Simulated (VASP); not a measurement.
A run of VASP 6.6.1:

The input INCAR:

```
SYSTEM = Rh
  PREC = Accurate
  ENCUT = 500
  EDIFF = 1E-6
  ISMEAR = 1
  SIGMA = 0.1
  LREAL = .False.
  LASPH = .True.
  NELM = 120
  ALGO = Normal
  ISIF = 2
  LWAVE = .False.
  LCHARG = .True.
  GGA = PE
  LELF = .True.
  LVHAR = .True.
  ISYM = 0
  NBANDS = 22
  GGA_COMPAT = .False.
```

KPOINTS

```
Automatic mesh
0
Gamma
  3 3 2
  0.5 0.5 0.5
```

Contents of POSCAR:

```
Rh
1.0
    2.7309790422      0.0000000000      0.0000000000
   -1.3654895211      2.3650972278      0.0000000000
    0.0000000000      0.0000000000      4.4284890000
Rh
2
Direct
    0.6666666667      0.3333333333      0.7500000000
    0.3333333333      0.6666666667      0.2500000000
```

Potentials or basis: VASP PAW PBE potentials, release 64 (Rh_pv).

Run with:

```sh
$ cat potpaw_PBE.64/Rh_pv/POTCAR > POTCAR
$ mpirun -np 1 vasp_std > vasp.out
```

Hardware: 1 thread of Intel Xeon 8259CL, with other jobs on the host.

Task: How long does it take, and how much memory?

Result: It took 18 s on 1 thread of Intel Xeon 8259CL (shared host), peak memory 0.14 GiB. Counts: scf iterations 11, k points 27.
